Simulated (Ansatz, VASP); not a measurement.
**Two plane-wave programs on InAs**

```
In As
1.0
     0.00000    3.14496    3.26592
     3.14496    0.00000    3.26592
     3.14496    3.14496    0.00000
In As
1 1
Direct
  0.00000 0.00000 0.00000
  0.75000 0.75000 0.75000
```

Change from the starting cell: strain +0.040 along x and y, +0.080 along z, atoms carried along.

Alike in both runs: task single point; functional PBE; k mesh 14 × 14 × 14; occupations gaussian, width 0.15 eV; no spin polarisation.

```csv
,VASP,Ansatz
version,VASP 6.6.1,Ansatz 0.2.0
potentials or method,"VASP PAW PBE potentials, release 64 (In_d, As), cutoff 520 eV","scalar-relativistic, plane waves, PAW"
valence electrons in the cell,18,28
```

|  | VASP | Ansatz | Ansatz less VASP |
| --- | --- | --- | --- |
| gap on the k mesh at the Fermi level (eV) | none | none | - |
| pressure (GPa) | -3.4 | -3.4 | -0.02 |
| traceless stress, the component that is largest in VASP (GPa) | -0.89 | -0.89 | 0.000 |

A gap of «none» marks a metal or a gap that the smearing closes. VASP's potentials hold 18 valence electrons a cell and Ansatz's 28, so a difference there can come from the potentials and not from the codes.
